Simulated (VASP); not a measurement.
# CdI2 (P-3m1) in VASP: further runs, part 2 of 3

VASP 6.6.1.

### 3 Single point, PBE+D3(BJ) (strain +0.000 along x and y, -0.025 along z)

Input file INCAR:

```
SYSTEM = CdI2
  ALGO = Normal
  EDIFF = 1E-6
  ENCUT = 500
  GGA = PE
  GGA_COMPAT = .False.
  ISIF = 2
  ISMEAR = 0
  IVDW = 12
  LASPH = .True.
  LCHARG = .False.
  LREAL = .False.
  LWAVE = .False.
  NBANDS = 20
  NELM = 120
  PREC = Accurate
  SIGMA = 0.05
```

Input file KPOINTS:

```
k-points
0
Gamma
  9 9 4
  0 0 0
```

Input file POSCAR:

```
CdI2
1.0
    4.2439992147      0.0000000000      0.0000000000
   -2.1219996073      3.6754111336      0.0000000000
    0.0000000000      0.0000000000      6.6875250000
Cd I
1 2
Direct
    0.0000000000      0.0000000000      0.0000000000
    0.3333333333      0.6666666667      0.2492000000
    0.6666666667      0.3333333333      0.7508000000
```

Potentials or basis: VASP PAW PBE potentials, release 64 (Cd, I).

On the command line:

```console
$ cat potpaw_PBE.64/Cd/POTCAR potpaw_PBE.64/I/POTCAR > POTCAR
$ mpirun -np 1 vasp_std > vasp.out
```

OUTCAR:

```text
SYSTEM = CdI2
   EDIFF = 1E-6
   ENCUT = 500
   GGA = PE
   ISIF = 2
   ISMEAR = 0
   IVDW = 12
   LASPH = .True.
   LREAL = .False.
   NELM = 120
   PREC = Accurate
 IVDW          = 12

 ion  position               nearest neighbor table
   1  0.000  0.000  0.000-   2 2.96   3 2.96   2 2.96   3 2.96   3 2.96   2 2.96
   2  0.333  0.667  0.249-   1 2.96   1 2.96   1 2.96
   3  0.667  0.333  0.751-   1 2.96   1 2.96   1 2.96

  LATTYP: Found a hexagonal cell.
 ALAT       =     4.2439992147
 C/A-ratio  =     1.5757601879

  Lattice vectors:

 A1 = (   4.2439992147,   0.0000000000,   0.0000000000)
 A2 = (  -2.1219996073,   3.6754111336,   0.0000000000)
 A3 = (   0.0000000000,   0.0000000000,   6.6875250000)

Analysis of symmetry for initial positions (statically):
=====================================================================
 Subroutine PRICEL returns:
 Original cell was already a primitive cell.

 Routine SETGRP: Setting up the symmetry group for a
 hexagonal supercell.

 Subroutine GETGRP returns: Found 12 space group operations
 (whereof 12 operations were pure point group operations)
 out of a pool of 24 trial point group operations.

The static configuration has the point symmetry D_3d.

Analysis of symmetry for dynamics (positions and initial velocities):
=====================================================================
 Subroutine PRICEL returns:
 Original cell was already a primitive cell.

 Routine SETGRP: Setting up the symmetry group for a
 hexagonal supercell.

 Subroutine GETGRP returns: Found 12 space group operations
 (whereof 12 operations were pure point group operations)
 out of a pool of 24 trial point group operations.

The dynamic configuration has the point symmetry D_3d.

 Subroutine INISYM returns: Found 12 space group operations
 (whereof 12 operations are pure point group operations),
 and found     1 'primitive' translations
[... 113 lines left out ...]
   EFERMI_NEDOS =   21; number of points for ismear=-14 and -15
   IALGO  =     38    algorithm
   IMIX   =      4    mixing-type and parameters
     AMIX     =   0.40;   BMIX     =  1.00
     AMIX_MAG =   1.60;   BMIX_MAG =  1.00
  volume/ion in A,a.u.               =      34.77       234.65
  Fermi-wavevector in a.u.,A,eV,Ry     =   1.030268  1.946925 14.441946  1.061453
  Thomas-Fermi vector in A             =   2.164358
   LORBIT       =      0    0 simple, 1 ext, 2 COOP (PROOUT), +10 PAW based schemes
   GGA     = PE    functional components
   LHFCALC =     F    Hartree Fock is set to
   AEXX    =    0.0000 exact exchange contribution
   IVDW    =    12    specifies the selected vdW correction
   LEPSILON=     F    determine dielectric tensor
   LRPA    =     F    only Hartree local field effects (RPA)
 non-spin polarized calculation
 Gauss-broadening in eV      SIGMA  =   0.05
  energy-cutoff  :      500.00
  volume of cell :      104.31
 maximum number of plane-waves:      2676
 NGX is ok and might be reduce to    32
   NGX = 15   NGY = 15   NGZ = 25

 number of electron      25.9999996 magnetization

 Free energy of the ion-electron system (eV)
  ---------------------------------------------------
  ext. energy  EPLUGINS =         0.00000000
  ---------------------------------------------------
  free energy    TOTEN  =        -5.44158547 eV

  energy without entropy =       -5.44158547  energy(sigma->0) =       -5.44158547

 E-fermi :   2.5132     XC(G=0):  -8.6859

 val. band max:        2.2644443997   @ k =   0.1111   0.1111   0.0000
 cond. band min:       4.7147011726   @ k =   0.0000   0.4444   0.2500
 fundamental gap:      2.4502567728
 Fermi energy:         2.5131648044

 k-point     1 :       0.0000    0.0000    0.0000
  band No.  band energies     occupation
      1      -9.9807      2.00000
      2      -9.1726      2.00000
      3      -5.3874      2.00000
      4      -5.3874      2.00000
      5      -5.2567      2.00000
      6      -5.1653      2.00000
[... 541 lines left out ...]
     19       9.9746      0.00000
     20      11.1947      0.00000

 [... further k-points ...]

------------------------ aborting loop because EDIFF is reached ----------------------------------------

 Edisp (eV)   -1.02330

 E8    (eV) :    -0.4585

  FORCE on cell =-STRESS in cart. coord.  units (eV):
  Direction    XX          YY          ZZ          XY          YZ          ZX
  --------------------------------------------------------------------------------------
  -------------------------------------------------------------------------------------
  Total       0.71672     0.71672     1.16534     0.00000     0.00000    -0.00000
  in kB      11.00816    11.00816    17.89850     0.00000     0.00000    -0.00000
  external pressure =       13.30 kB  Pullay stress =        0.00 kB

 VOLUME and BASIS-vectors are now :
 -----------------------------------------------------------------------------
  energy-cutoff  :      500.00
  volume of cell :      104.31
      direct lattice vectors                 reciprocal lattice vectors
     4.243999215  0.000000000  0.000000000     0.235626811  0.136039203  0.000000000
    -2.121999607  3.675411134  0.000000000     0.000000000  0.272078405  0.000000000
     0.000000000  0.000000000  6.687525000     0.000000000  0.000000000  0.149532151

 POSITION                                       TOTAL-FORCE (eV/Angst)
 -----------------------------------------------------------------------------------
      0.00000      0.00000      0.00000        -0.000000      0.000000      0.000000
     -0.00000      2.45027      1.66653         0.000000     -0.000000      0.342214
      2.12200      1.22514      5.02099        -0.000000      0.000000     -0.342214
 -----------------------------------------------------------------------------------
    total drift:                                0.000000     -0.000000      0.000000

  FREE ENERGIE OF THE ION-ELECTRON SYSTEM (eV)
  ---------------------------------------------------
  free  energy   TOTEN  =        -6.4648829853 eV

  energy  without entropy=       -6.4648829853  energy(sigma->0) =       -6.46488299
```

stdout:

```text
POSCAR found type information on POSCAR CdI
 POSCAR found :  2 types and       3 ions
 scaLAPACK will be used
 LDA part: xc-table for (Slater+PW92), standard interpolation
 POSCAR, INCAR and KPOINTS ok, starting setup
 FFT: planning ... GRIDC
 FFT: planning ... GRID_SOFT
 FFT: planning ... GRID
 WAVECAR not read
 entering main loop
```

Run time: 56 s. Hardware: 1 thread of Intel Xeon Platinum 8375C at 2.90GHz (Ice Lake), shared host; peak memory 0.27 GiB.

What came out:

```
Free energy                : -6.4649 eV
Pressure                   : 1.3 GPa
Largest force              : 0.342 eV/Å
Band gap on the k mesh     : 2.45 eV (least direct gap 2.55 eV)
Dispersion energy per atom : -0.341 eV
```

Forces in eV/Å, atoms in the order of the input:
```
Cd   0.000  0.000  0.000
I    0.000  0.000  0.342
I    0.000  0.000 -0.342
```

Caveat: the cell differs from its parent crystal (strain +0.000 along x and y, -0.025 along z); spin-orbit coupling is left out, which moves the levels of the heavy elements; an odd mesh through Γ misses points on the zone boundary, where band edges can lie.

### 4 Single point, PBE+D3(BJ) (strain -0.025 along x and y, +0.025 along z)

Input file INCAR:

```
SYSTEM = CdI2
PREC = Accurate
ENCUT = 500
EDIFF = 1E-6
ISMEAR = 0
SIGMA = 0.05
LREAL = .FALSE.
LASPH = .TRUE.
NELM = 120
ALGO = Normal
ISIF = 2
LWAVE = .FALSE.
LCHARG = .TRUE.
GGA = PE
IVDW = 12
LELF = .TRUE.
LVHAR = .TRUE.
NBANDS = 20
GGA_COMPAT = .FALSE.
```

Input file KPOINTS:

```
Automatic mesh
0
G
  9 9 4
  0 0 0
```

Input file POSCAR:

```
CdI2
1.0
    4.1378992343      0.0000000000      0.0000000000
   -2.0689496171      3.5835258553      0.0000000000
    0.0000000000      0.0000000000      7.0304750000
Cd I
1 2
Direct
    0.0000000000      0.0000000000      0.0000000000
    0.3333333333      0.6666666667      0.2492000000
    0.6666666667      0.3333333333      0.7508000000
```

Potentials or basis: VASP PAW PBE potentials, release 64 (Cd, I).

On the command line:

```console
$ cat potpaw_PBE.64/Cd/POTCAR potpaw_PBE.64/I/POTCAR > POTCAR
$ mpirun -np 1 vasp_std > vasp.out
```

OUTCAR:

```text
SYSTEM = CdI2
   PREC = Accurate
   ENCUT = 500
   EDIFF = 1E-6
   ISMEAR = 0
   LREAL = .FALSE.
   LASPH = .TRUE.
   NELM = 120
   ISIF = 2
   GGA = PE
   IVDW = 12
 IVDW          = 12

 ion  position               nearest neighbor table
   1  0.000  0.000  0.000-   2 2.96   3 2.96   3 2.96   2 2.96   3 2.96   2 2.96
   2  0.333  0.667  0.249-   1 2.96   1 2.96   1 2.96
   3  0.667  0.333  0.751-   1 2.96   1 2.96   1 2.96

  LATTYP: Found a hexagonal cell.
 ALAT       =     4.1378992343
 C/A-ratio  =     1.6990445156

  Lattice vectors:

 A1 = (   4.1378992343,   0.0000000000,   0.0000000000)
 A2 = (  -2.0689496171,   3.5835258553,   0.0000000000)
 A3 = (   0.0000000000,   0.0000000000,   7.0304750000)

Analysis of symmetry for initial positions (statically):
=====================================================================
 Subroutine PRICEL returns:
 Original cell was already a primitive cell.

 Routine SETGRP: Setting up the symmetry group for a
 hexagonal supercell.

 Subroutine GETGRP returns: Found 12 space group operations
 (whereof 12 operations were pure point group operations)
 out of a pool of 24 trial point group operations.

The static configuration has the point symmetry D_3d.

Analysis of symmetry for dynamics (positions and initial velocities):
=====================================================================
 Subroutine PRICEL returns:
 Original cell was already a primitive cell.

 Routine SETGRP: Setting up the symmetry group for a
 hexagonal supercell.

 Subroutine GETGRP returns: Found 12 space group operations
 (whereof 12 operations were pure point group operations)
 out of a pool of 24 trial point group operations.

The dynamic configuration has the point symmetry D_3d.

 Subroutine INISYM returns: Found 12 space group operations
 (whereof 12 operations are pure point group operations),
 and found     1 'primitive' translations
[... 113 lines left out ...]
   EFERMI_NEDOS =   21; number of points for ismear=-14 and -15
   IALGO  =     38    algorithm
   IMIX   =      4    mixing-type and parameters
     AMIX     =   0.40;   BMIX     =  1.00
     AMIX_MAG =   1.60;   BMIX_MAG =  1.00
  volume/ion in A,a.u.               =      34.75       234.50
  Fermi-wavevector in a.u.,A,eV,Ry     =   1.030483  1.947331 14.447966  1.061896
  Thomas-Fermi vector in A             =   2.164584
   LORBIT       =      0    0 simple, 1 ext, 2 COOP (PROOUT), +10 PAW based schemes
   GGA     = PE    functional components
   LHFCALC =     F    Hartree Fock is set to
   AEXX    =    0.0000 exact exchange contribution
   IVDW    =    12    specifies the selected vdW correction
   LEPSILON=     F    determine dielectric tensor
   LRPA    =     F    only Hartree local field effects (RPA)
 non-spin polarized calculation
 Gauss-broadening in eV      SIGMA  =   0.05
  energy-cutoff  :      500.00
  volume of cell :      104.25
 maximum number of plane-waves:      2690
 NGX is ok and might be reduce to    30
   NGX = 15   NGY = 15   NGZ = 25

 number of electron      26.0000002 magnetization

 Free energy of the ion-electron system (eV)
  ---------------------------------------------------
  ext. energy  EPLUGINS =         0.00000000
  ---------------------------------------------------
  free energy    TOTEN  =        -5.42915612 eV

  energy without entropy =       -5.42915612  energy(sigma->0) =       -5.42915612

 E-fermi :   2.6685     XC(G=0):  -8.6850

 val. band max:        2.3852440143   @ k =   0.0000   0.0000   0.5000
 cond. band min:       4.6628727749   @ k =   0.4444  -0.0000   0.5000
 fundamental gap:      2.2776287606
 Fermi energy:         2.6684546868

 k-point     1 :       0.0000    0.0000    0.0000
  band No.  band energies     occupation
      1      -9.9885      2.00000
      2      -9.3026      2.00000
      3      -5.3702      2.00000
      4      -5.3702      2.00000
      5      -5.2587      2.00000
      6      -5.1605      2.00000
[... 541 lines left out ...]
     19      10.1018      0.00000
     20      11.2139      0.00000

 [... further k-points ...]

------------------------ aborting loop because EDIFF is reached ----------------------------------------

 Edisp (eV)   -1.02785

 E8    (eV) :    -0.4612

  FORCE on cell =-STRESS in cart. coord.  units (eV):
  Direction    XX          YY          ZZ          XY          YZ          ZX
  --------------------------------------------------------------------------------------
  -------------------------------------------------------------------------------------
  Total       1.19803     1.19803     0.41002     0.00000    -0.00000     0.00000
  in kB      18.41205    18.41205     6.30138     0.00000    -0.00000     0.00000
  external pressure =       14.38 kB  Pullay stress =        0.00 kB

 VOLUME and BASIS-vectors are now :
 -----------------------------------------------------------------------------
  energy-cutoff  :      500.00
  volume of cell :      104.25
      direct lattice vectors                 reciprocal lattice vectors
     4.137899234  0.000000000  0.000000000     0.241668524  0.139527387  0.000000000
    -2.068949617  3.583525855  0.000000000     0.000000000  0.279054775  0.000000000
     0.000000000  0.000000000  7.030475000     0.000000000  0.000000000  0.142237900

 POSITION                                       TOTAL-FORCE (eV/Angst)
 -----------------------------------------------------------------------------------
      0.00000      0.00000      0.00000         0.000000      0.000000      0.000000
     -0.00000      2.38902      1.75199        -0.000000      0.000000      0.189963
      2.06895      1.19451      5.27848         0.000000     -0.000000     -0.189963
 -----------------------------------------------------------------------------------
    total drift:                                0.000000     -0.000000      0.000000

  FREE ENERGIE OF THE ION-ELECTRON SYSTEM (eV)
  ---------------------------------------------------
  free  energy   TOTEN  =        -6.4570075094 eV

  energy  without entropy=       -6.4570075094  energy(sigma->0) =       -6.45700751
```

stdout:

```text
POSCAR found type information on POSCAR CdI
 POSCAR found :  2 types and       3 ions
 scaLAPACK will be used
 LDA part: xc-table for (Slater+PW92), standard interpolation
 POSCAR, INCAR and KPOINTS ok, starting setup
 FFT: planning ... GRIDC
 FFT: planning ... GRID_SOFT
 FFT: planning ... GRID
 WAVECAR not read
 entering main loop
```

It took 64 s on 1 thread of Intel Xeon Platinum 8375C at 2.90GHz (Ice Lake), shared host; peak memory 0.27 GiB.

Results:

- Free energy: -6.4570 eV
- Pressure: 1.4 GPa
- Largest force: 0.190 eV/Å
- Band gap on the k mesh: 2.28 eV (least direct gap 2.65 eV)
- Dispersion energy per atom: -0.343 eV

Forces in eV/Å, atoms in the order of the input:
```
Cd   0.000  0.000  0.000
I    0.000  0.000  0.190
I    0.000  0.000 -0.190
```

Levels at points of the mesh, in eV from the valence-band top:
| k point | band 10 | band 11 | band 12 | band 13 | band 14 | band 15 | band 16 | band 17 |
| --- | --- | --- | --- | --- | --- | --- | --- | --- |
| (0.00, 0.00, 0.00) | -0.32 | -0.32 | -0.12 | -0.12 | 2.53 | 4.52 | 6.42 | 6.42 |
| (0.00, 0.00, 0.50) | -0.42 | -0.42 | 0.00 | 0.00 | 3.72 | 4.55 | 6.25 | 6.25 |

Caveat: the cell differs from its parent crystal (strain -0.025 along x and y, +0.025 along z); spin-orbit coupling is left out, which moves the levels of the heavy elements; an odd mesh through Γ misses points on the zone boundary, where band edges can lie.

(Part 2 of 3 ends here.)
